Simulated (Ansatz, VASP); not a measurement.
## GaN in VASP and in Ansatz

```
Ga N
1.0
     0.00000    2.26099    2.26099
     2.26099    0.00000    2.26099
     2.26099    2.26099    0.00000
Ga N
1 1
Direct
  0.00000 0.00000 0.00000
  0.75000 0.75000 0.75000
```

Alike in both runs: task single point; functional PBEsol; k mesh 7 × 7 × 7; no spin polarisation.

|  | VASP | Ansatz |
| --- | --- | --- |
| version | VASP 6.6.1 | Ansatz 0.2.0 |
| potentials or method | VASP PAW PBE potentials, release 64 (Ga_d, N), cutoff 520 eV | plane waves, PAW |
| occupations | gaussian, width 0.01 eV | fixed |
| valence electrons in the cell | 18 | 18 |

Ansatz gave:

| Property | Result |
| --- | --- |
| pressure (GPa) | -2.9 |

Question: What did VASP give for the same quantities?

Answer: Pressure (GPa): -3.1.

VASP's potentials were made for PBE, not for PBEsol.
